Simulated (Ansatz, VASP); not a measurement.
# One calculation of YRu2Rh4, two programs

```xyz
7
Lattice="-3.0847 3.0847 2.4749 3.0847 -3.0847 2.4749 3.0847 3.0847 -2.4749" Properties=species:S:1:pos:R:3 pbc="T T T"
Y     0.0000    0.0000    0.0000
Ru    0.0000    3.0847    1.2375
Ru    3.0847    0.0000    1.2375
Rh    1.8697    1.8697    0.0000
Rh    1.2150    1.2150    2.4749
Rh    1.2150   -1.2150    2.4749
Rh   -1.2150    1.2150    2.4749
```

Change from the starting cell: species swapped into the ZrV2Ga4 type (I4/mmm, No. 139).

Alike in both runs: task relaxation of cell and atoms; functional PBE; k mesh 4 × 4 × 4; occupations gaussian, width 0.2 eV; no spin polarisation.

|  | VASP | Ansatz |
| --- | --- | --- |
| version | VASP 6.6.1 | Ansatz 0.2.0 |
| potentials or method | VASP PAW PBE potentials, release 64 (Y_sv, Ru_pv, Rh_pv), cutoff 600 eV | scalar-relativistic, plane waves, PAW |
| valence electrons in the cell | 99 | 111 |

|  | VASP | Ansatz | Ansatz less VASP |
| --- | --- | --- | --- |
| gap on the k mesh at the Fermi level, each at its own relaxed structure (eV) | none | none | - |
| relaxed volume (Å³/atom) | 16.00 | 15.96 | -0.045 |
| relaxed cell length with the largest relative difference (Å) | 5.340 | 5.334 | -0.0055 |

A gap of «none» marks a metal or a gap that the smearing closes. VASP's potentials hold 99 valence electrons a cell and Ansatz's 111, so a difference there can come from the potentials and not from the codes.

The k mesh is coarse, so the values compare programs but aren't converged. Noted on VASP's run: the volume moved by over 15 % at a fixed basis, so the end points are rough.
